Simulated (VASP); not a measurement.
# K (Im-3m) in VASP: a series of runs

The runs below take K through single point, with PBE+D4.

Program: VASP 6.6.1. These are calculated values, not measurements. Logs are shortened: lines on timing, memory, paths and dates and some standing lists are left out, and cuts for length are marked.

### Step 1. The cell of the first run

It takes space group Im-3m (No. 229, cubic). The conventional cell has a = 5.359 Å, b = 5.359 Å, c = 5.359 Å, α = 90.00°, β = 90.00°, γ = 90.00°.

### Step 2. Single point, PBE+D4, collinear spin

INCAR reads:

```
SYSTEM = K
PREC = Accurate
ENCUT = 500
EDIFF = 1E-6
ISMEAR = 1
SIGMA = 0.05
LREAL = .False.
LASPH = .True.
NELM = 200
ALGO = Normal
ISIF = 2
LWAVE = .False.
LCHARG = .False.
ISPIN = 2
MAGMOM = -0.47
LORBIT = 11
GGA = PE
IVDW = 13
NBANDS = 14
GGA_COMPAT = .False.
```

KPOINTS reads:

```
Automatic mesh
0
Gamma
  7 7 7
  0 0 0
```

POSCAR reads:

```
K
1.0
   -2.6794535516      2.6794535516      2.6794535516
    2.6794535516     -2.6794535516      2.6794535516
    2.6794535516      2.6794535516     -2.6794535516
K
1
Direct
    0.0000000000      0.0000000000      0.0000000000
```

Potentials or basis: VASP PAW PBE potentials, release 64 (K_sv).

The run is started by

```bash
cat potpaw_PBE.64/K_sv/POTCAR > POTCAR
mpirun -np 1 vasp_std > vasp.out
```

OUTCAR:

```text
SYSTEM = K
   PREC = Accurate
   ENCUT = 500
   EDIFF = 1E-6
   ISMEAR = 1
   LREAL = .False.
   LASPH = .True.
   NELM = 200
   ISIF = 2
   ISPIN = 2
   LORBIT = 11
   GGA = PE
   IVDW = 13

 ion  position               nearest neighbor table
   1  0.000  0.000  0.000-

  LATTYP: Found a body centered cubic cell.
 ALAT       =     5.3589071032

  Lattice vectors:

 A1 = (  -2.6794535516,   2.6794535516,   2.6794535516)
 A2 = (   2.6794535516,  -2.6794535516,   2.6794535516)
 A3 = (   2.6794535516,   2.6794535516,  -2.6794535516)

Analysis of symmetry for initial positions (statically):
=====================================================================
 Subroutine PRICEL returns:
 Original cell was already a primitive cell.

 Routine SETGRP: Setting up the symmetry group for a
 body centered cubic supercell.

 Subroutine GETGRP returns: Found 48 space group operations
 (whereof 48 operations were pure point group operations)
 out of a pool of 48 trial point group operations.

The static configuration has the point symmetry O_h .

Analysis of symmetry for dynamics (positions and initial velocities):
=====================================================================
 Subroutine PRICEL returns:
 Original cell was already a primitive cell.

 Routine SETGRP: Setting up the symmetry group for a
 body centered cubic supercell.

 Subroutine GETGRP returns: Found 48 space group operations
 (whereof 48 operations were pure point group operations)
 out of a pool of 48 trial point group operations.

The dynamic configuration has the point symmetry O_h .

Analysis of structural, dynamic, and magnetic symmetry:
=====================================================================
 Subroutine PRICEL returns:
 Original cell was already a primitive cell.

 Routine SETGRP: Setting up the symmetry group for a
 body centered cubic supercell.

 Subroutine GETGRP returns: Found 48 space group operations
 (whereof 48 operations were pure point group operations)
 out of a pool of 48 trial point group operations.

The overall configuration has the point symmetry O_h .

 Subroutine INISYM returns: Found 48 space group operations
 (whereof 48 operations are pure point group operations),
 and found     1 'primitive' translations

----------------------------------------------------------------------------------------

                                     Primitive cell

  volume of cell :      76.9482

  direct lattice vectors                    reciprocal lattice vectors
    -2.679453552  2.679453552  2.679453552     0.000000000  0.186605213  0.186605213
     2.679453552 -2.679453552  2.679453552     0.186605213  0.000000000  0.186605213
     2.679453552  2.679453552 -2.679453552     0.186605213  0.186605213  0.000000000

  length of vectors
     4.640949688  4.640949688  4.640949688     0.263899623  0.263899623  0.263899623

  position of ions in fractional coordinates (direct lattice)
     0.000000000  0.000000000  0.000000000

  ion indices of the primitive-cell ions
   primitive index   ion index
                 1           1

----------------------------------------------------------------------------------------

 KPOINTS: Automatic mesh

Automatic generation of k-mesh.
 Grid dimensions read from file:
 generate k-points for:    7    7    7

 Generating k-lattice:

  Cartesian coordinates                     Fractional coordinates (reciprocal lattice)
     0.000000000  0.026657888  0.026657888     0.142857143  0.000000000  0.000000000
     0.026657888  0.000000000  0.026657888     0.000000000  0.142857143  0.000000000
     0.026657888  0.026657888  0.000000000     0.000000000  0.000000000  0.142857143

  Length of vectors
     0.037699946  0.037699946  0.037699946

  Shift w.r.t. Gamma in fractional coordinates (k-lattice)
     0.000000000  0.000000000  0.000000000

 Subroutine IBZKPT returns following result:
 ===========================================

 Found     20 irreducible k-points:

 Following reciprocal coordinates:
            Coordinates               Weight
  0.000000  0.000000  0.000000      1.000000
  0.142857  0.000000  0.000000     12.000000
  0.285714  0.000000  0.000000     12.000000
  0.428571  0.000000  0.000000     12.000000
  0.142857  0.142857  0.000000     24.000000
  0.285714  0.142857 -0.000000     48.000000
[... 12 lines left out ...]
 -0.428571 -0.428571  0.285714      8.000000
 -0.428571  0.428571  0.428571      6.000000
   k-points           NKPTS =     20   k-points in BZ     NKDIM =     20   number of bands    NBANDS=     14
   number of dos      NEDOS =    301   number of ions     NIONS =      1
   total plane-waves  NPLWV =  46656
   dimension x,y,z NGX =    36 NGY =   36 NGZ =   36
   dimension x,y,z NGXF=    72 NGYF=   72 NGZF=   72
   ions per type =               1
   NGX,Y,Z   is equivalent  to a cutoff of  12.90, 12.90, 12.90 a.u.
   NGXF,Y,Z  is equivalent  to a cutoff of  25.79, 25.79, 25.79 a.u.
 SYSTEM =  K
   PREC   = accura    normal or accurate (medium, high low for compatibility)
   ISTART =      0    job   : 0-new  1-cont  2-samecut
   ICHARG =      2    charge: 1-file 2-atom 10-const
   ISPIN  =      2    spin polarized calculation?
   LNONCOLLINEAR =      F non collinear calculations
   LSORBIT =      F    spin-orbit coupling
   LASPH  =      T    aspherical Exc in radial PAW
   ENCUT  =  500.0 eV  36.75 Ry    6.06 a.u.   8.46  8.46  8.46*2*pi/ulx,y,z
   NELM   =    200;   NELMIN=  2; NELMDL= -5     # of ELM steps
   EDIFF  = 0.1E-05   stopping-criterion for ELM
   LREAL  =      F    real-space projection
   EDIFFG = 0.1E-04   stopping-criterion for IOM
   NSW    =      0    number of steps for IOM
   IBRION =     -1    ionic relax: 0-MD 1-quasi-New 2-CG
   NFREE  =      0    steps in history (QN), initial steepest desc. (CG)
   ISIF   =      2    stress and relaxation
   ISYM   =      2    0-nonsym 1-usesym 2-fastsym
   POTIM  = 0.5000    time-step for ionic-motion
   TEBEG  =    0.0;   TEEND  =   0.0 temperature during run
   PSTRESS=    0.0 pullay stress
   NELECT =       9.0000    total number of electrons
   NUPDOWN=      -1.0000    fix difference up-down
   EMIN   =  10.00;   EMAX   =-10.00  energy-range for DOS
   EFERMI =   0.00;   METHOD = LEGACY
   ISMEAR =     1;   SIGMA  =   0.05  broadening in eV -4-tet -1-fermi 0-gaus
   EFERMI_NEDOS =   21; number of points for ismear=-14 and -15
   IALGO  =     38    algorithm
   IMIX   =      4    mixing-type and parameters
     AMIX     =   0.40;   BMIX     =  1.00
     AMIX_MAG =   1.60;   BMIX_MAG =  1.00
  volume/ion in A,a.u.               =      76.95       519.27
  Fermi-wavevector in a.u.,A,eV,Ry     =   0.800613  1.512940  8.721084  0.640982
  Thomas-Fermi vector in A             =   1.907942
   LORBIT       =     11    0 simple, 1 ext, 2 COOP (PROOUT), +10 PAW based schemes
   GGA     = PE    functional components
   LHFCALC =     F    Hartree Fock is set to
   AEXX    =    0.0000 exact exchange contribution
   IVDW    =    13    specifies the selected vdW correction
   LEPSILON=     F    determine dielectric tensor
   LRPA    =     F    only Hartree local field effects (RPA)
 spin polarized calculation
 Methfessel and Paxton  Order N= 1 SIGMA  =   0.05
  energy-cutoff  :      500.00
  volume of cell :       76.95
 maximum number of plane-waves:      1964
 NGX is ok and might be reduce to    36
   NGX = 17   NGY = 17   NGZ = 17

 number of electron       9.0000000 magnetization      -0.4700000

 number of electron       9.0000000 magnetization       0.0379641

 Free energy of the ion-electron system (eV)
  ---------------------------------------------------
  ext. energy  EPLUGINS =         0.00000000
  ---------------------------------------------------
  free energy    TOTEN  =        -1.04650307 eV

  energy without entropy =       -1.04615799  energy(sigma->0) =       -1.04638805

 E-fermi :  -0.2618     XC(G=0):  -5.5434

 val. band max:       -0.2684306627   @ k =  -0.2857   0.4286   0.1429
 cond. band min:      -0.1140345330   @ k =  -0.4286   0.4286   0.1429
 fundamental gap:      0.1543961297
 Fermi energy:        -0.2617666954

 spin component 1

 k-point     1 :       0.0000    0.0000    0.0000
  band No.  band energies     occupation
      1     -32.3786      1.00000
      2     -15.8306      1.00000
      3     -15.8306      1.00000
      4     -15.8306      1.00000
      5      -2.3297      1.00000
      6       4.0253      0.00000
      7       4.0253      0.00000
      8       4.0253      0.00000
      9       4.9061      0.00000
     10       4.9061      0.00000
     11       7.5331      0.00000
     12       7.5331      0.00000
     13       7.5331      0.00000
     14       9.4405      0.00000
[... 307 lines left out ...]
 k-point    20 :      -0.4286    0.4286    0.4286
  band No.  band energies     occupation
      1     -32.3729      1.00000
      2     -15.8720      1.00000
      3     -15.8702      1.00000
      4     -15.8702      1.00000
      5       1.1274      0.00000
      6       1.5536      0.00000
      7       3.1103      0.00000
      8       3.1103      0.00000
      9       3.1338      0.00000
     10       5.5346      0.00000
     11       5.8873      0.00000
     12       6.1817      0.00000
     13       6.1817      0.00000
     14       9.3139      0.00000
 Fermi energy:        -0.2617666954

 spin component 2

 k-point     1 :       0.0000    0.0000    0.0000
  band No.  band energies     occupation
      1     -32.3755      1.00000
      2     -15.8278      1.00000
      3     -15.8278      1.00000
      4     -15.8278      1.00000
      5      -2.2884      1.00000
      6       4.0391      0.00000
      7       4.0391      0.00000
      8       4.0391      0.00000
      9       4.9215      0.00000
     10       4.9215      0.00000
     11       7.5919      0.00000
     12       7.5919      0.00000
     13       7.5919      0.00000
     14       9.4496      0.00000
[... 307 lines left out ...]
 k-point    20 :      -0.4286    0.4286    0.4286
  band No.  band energies     occupation
      1     -32.3699      1.00000
      2     -15.8691      1.00000
      3     -15.8673      1.00000
      4     -15.8673      1.00000
      5       1.1710      0.00000
      6       1.5953      0.00000
      7       3.1485      0.00000
      8       3.1485      0.00000
      9       3.1652      0.00000
     10       5.5446      0.00000
     11       5.8904      0.00000
     12       6.1846      0.00000
     13       6.1846      0.00000
     14       9.3420      0.00000

------------------------ aborting loop because EDIFF is reached ----------------------------------------

  DFT-D4 for vdW energy calculation

  Edisp (eV):   -0.06562

  FORCE on cell =-STRESS in cart. coord.  units (eV):
  Direction    XX          YY          ZZ          XY          YZ          ZX
  --------------------------------------------------------------------------------------
  -------------------------------------------------------------------------------------
  Total      -0.14673    -0.14673    -0.14673     0.00000    -0.00000     0.00000
  in kB      -3.05510    -3.05510    -3.05510     0.00000    -0.00000     0.00000
  external pressure =       -3.06 kB  Pullay stress =        0.00 kB

 VOLUME and BASIS-vectors are now :
 -----------------------------------------------------------------------------
  energy-cutoff  :      500.00
  volume of cell :       76.95
      direct lattice vectors                 reciprocal lattice vectors
    -2.679453552  2.679453552  2.679453552     0.000000000  0.186605213  0.186605213
     2.679453552 -2.679453552  2.679453552     0.186605213  0.000000000  0.186605213
     2.679453552  2.679453552 -2.679453552     0.186605213  0.186605213  0.000000000

 POSITION                                       TOTAL-FORCE (eV/Angst)
 -----------------------------------------------------------------------------------
      0.00000      0.00000      0.00000         0.000000      0.000000     -0.000000
 -----------------------------------------------------------------------------------
    total drift:                               -0.000000      0.000000      0.000000

  FREE ENERGIE OF THE ION-ELECTRON SYSTEM (eV)
  ---------------------------------------------------
  free  energy   TOTEN  =        -1.1121238471 eV

  energy  without entropy=       -1.1117787618  energy(sigma->0) =       -1.11200882

 total charge

# of ion       s       p       d       tot
------------------------------------------
    1        1.979   5.554   0.004   7.538

 magnetization (x)

# of ion       s       p       d       tot
------------------------------------------
    1        0.001   0.001   0.000   0.002
```

It took 60 s on 1 thread of Intel Xeon 8259CL, shared host; peak memory 0.24 GiB.

Results:

```yaml
Free_energy: -1.1121 eV
Pressure: -0.3 GPa
Net_moment: 0.04 μB per cell
Valence_electrons_inside_the_program's_atomic_spheres: K 7.54
Dispersion_energy_per_atom: -0.066 eV
```

### Step 3. Single point, PBE+D4, collinear spin

This run uses another cell than the first one, of 78.52 Å³/atom.

INCAR reads:

```
PREC = Accurate
ENCUT = 500
EDIFF = 1E-6
ISMEAR = 1
SIGMA = 0.05
LREAL = F
LASPH = T
NELM = 200
ALGO = Normal
ISIF = 2
LWAVE = F
LCHARG = T
ISPIN = 2
MAGMOM = -0.47
LORBIT = 11
GGA = PE
IVDW = 13
LELF = T
LVHAR = T
NBANDS = 14
GGA_COMPAT = F
```

KPOINTS reads:

```
regular mesh
0
Gamma
  7 7 7
```

POSCAR reads:

```
K
1.0
   -2.6975585167      2.6975585167      2.6975585167
    2.6975585167     -2.6975585167      2.6975585167
    2.6975585167      2.6975585167     -2.6975585167
K
1
Direct
    0.0000000000      0.0000000000      0.0000000000
```

Potentials or basis: VASP PAW PBE potentials, release 64 (K_sv).

The run is started by

```bash
cat potpaw_PBE.64/K_sv/POTCAR > POTCAR
mpirun -np 1 vasp_std > vasp.out
```

Run time: 63 s. Hardware: 1 thread of Intel Xeon 8259CL, shared host; peak memory 0.24 GiB.

The run converged. Its results:

```yaml
Free_energy: -1.1090 eV
Pressure: -0.4 GPa
Net_moment: 0.04 μB per cell
Valence_electrons_inside_the_program's_atomic_spheres: K 7.54
Dispersion_energy_per_atom: -0.064 eV
```

Levels at points of the mesh, in eV from the Fermi level:
Spin up:
```
           k point  band 1  band 2  band 3  band 4  band 5  band 6  band 7  band 8  band 9  band 10
(0.00, 0.00, 0.00)  -32.13  -15.58  -15.58  -15.58   -2.04    4.27    4.27    4.27    5.13     5.13
```
Spin down:
```tsv
k point	band 2	band 3	band 4	band 5	band 6	band 7	band 8	band 9
(0.00, 0.00, 0.00)	-15.58	-15.58	-15.58	-2.00	4.28	4.28	4.28	5.15
```

### Step 4. Single point, PBE+D4, collinear spin

This run uses another cell than the first one, of 80.09 Å³/atom.

INCAR reads:

```
SYSTEM = K
PREC     = Accurate       ! precision mode
ENCUT    = 500            ! plane-wave cutoff, eV
EDIFF    = 1E-6           ! SCF threshold, eV
ISMEAR   = 1              ! smearing method
SIGMA    = 0.05           ! smearing width, eV
LREAL    = .False.        ! projectors in reciprocal space
LASPH    = .True.         ! aspherical terms in the spheres
NELM     = 200            ! most SCF steps
ALGO     = Normal         ! electronic algorithm
ISIF     = 2              ! what is computed and relaxed
LWAVE    = .False.        ! write WAVECAR
LCHARG   = .False.        ! write CHGCAR
ISPIN    = 2              ! spin polarisation
MAGMOM   = -0.47          ! initial moments
LORBIT   = 11             ! projections on sites
GGA      = PE             ! functional
IVDW     = 13             ! dispersion correction
NBANDS   = 14             ! bands
GGA_COMPAT= .False.
```

KPOINTS reads:

```
regular mesh
0
Gamma
  7 7 7
  0 0 0
```

POSCAR reads:

```
K
1.0
   -2.7154236633      2.7154236633      2.7154236633
    2.7154236633     -2.7154236633      2.7154236633
    2.7154236633      2.7154236633     -2.7154236633
K
1
Direct
    0.0000000000      0.0000000000      0.0000000000
```

The run is started by

```bash
cat potpaw_PBE.64/K_sv/POTCAR > POTCAR
mpirun -np 1 vasp_std > vasp.out
```

It took 58 s on 1 thread of Intel Xeon 8259CL, shared host; peak memory 0.24 GiB.

It converged, with:

| Quantity | Value |
| --- | --- |
| Free energy | -1.1054 eV |
| Pressure | -0.4 GPa |
| Net moment | 0.04 μB per cell |
| Valence electrons inside the program's atomic spheres | K 7.54 |
| Dispersion energy per atom | -0.063 eV |

Levels at points of the mesh, in eV from the Fermi level:
Spin up:
| k point | band 2 | band 3 | band 4 | band 5 | band 6 | band 7 | band 8 | band 9 |
| --- | --- | --- | --- | --- | --- | --- | --- | --- |
| (0.00, 0.00, 0.00) | -15.60 | -15.60 | -15.60 | -2.01 | 4.24 | 4.24 | 4.24 | 5.10 |
Spin down:
```csv
k point,band 3,band 4,band 5,band 6,band 7,band 8
"(0.00, 0.00, 0.00)",-15.60,-15.60,-1.97,4.26,4.26,4.26
```

### Step 5. Single point, PBE+D4, collinear spin

This run uses another cell than the first one, of 81.66 Å³/atom.

INCAR reads:

```
  PREC = Accurate
  ENCUT = 500
  EDIFF = 1E-6
  ISMEAR = 1
  SIGMA = 0.05
  LREAL = F
  LASPH = T
  NELM = 200
  ALGO = Normal
  ISIF = 2
  LWAVE = F
  LCHARG = F
  ISPIN = 2
  MAGMOM = -0.47
  LORBIT = 11
  GGA = PE
  IVDW = 13
  NBANDS = 14
  GGA_COMPAT = F
```

KPOINTS reads:

```
Automatic mesh
0
Gamma
  7 7 7
```

POSCAR reads:

```
K
1.0
   -2.7330567785      2.7330567785      2.7330567785
    2.7330567785     -2.7330567785      2.7330567785
    2.7330567785      2.7330567785     -2.7330567785
K
1
Direct
    0.0000000000      0.0000000000      0.0000000000
```

The run is started by

```bash
cat potpaw_PBE.64/K_sv/POTCAR > POTCAR
mpirun -np 1 vasp_std > vasp.out
```

It took 52 s on 1 thread of Intel Xeon 8259CL, shared host; peak memory 0.24 GiB.

Results (log left out):

```
Free energy                                           : -1.1013 eV
Pressure                                              : -0.5 GPa
Net moment                                            : 0.04 μB per cell
Valence electrons inside the program's atomic spheres : K 7.54
Dispersion energy per atom                            : -0.061 eV
```

Levels at points of the mesh, in eV from the Fermi level:
Spin up:
```tsv
k point	band 1	band 2	band 3	band 4	band 5	band 6	band 7	band 8	band 9	band 10
(0.00, 0.00, 0.00)	-32.16	-15.62	-15.62	-15.62	-1.99	4.22	4.22	4.22	5.07	5.07
```
Spin down:
```tsv
k point	band 3	band 4	band 5	band 6	band 7	band 8
(0.00, 0.00, 0.00)	-15.61	-15.61	-1.95	4.24	4.24	4.24
```

### Step 6. The runs side by side

```csv
cell,gap on the mesh (eV),pressure (GPa),moment (μB)
"a = 4.641 Å, angles 109.5°, 1 atom",none,-0.3,0.04
"a = 4.672 Å, angles 109.5°, 1 atom",none,-0.4,0.04
"a = 4.703 Å, angles 109.5°, 1 atom",none,-0.4,0.04
"a = 4.734 Å, angles 109.5°, 1 atom",none,-0.5,0.04
```

Alike in all rows: task single point; level PBE+D4; potentials or basis VASP PAW PBE potentials, release 64 (K_sv); spin collinear; k mesh 7 × 7 × 7; cutoff (eV) 500; smearing methfessel-paxton 0.05 eV.

Absolute energies hang on the potentials; compare differences alone.
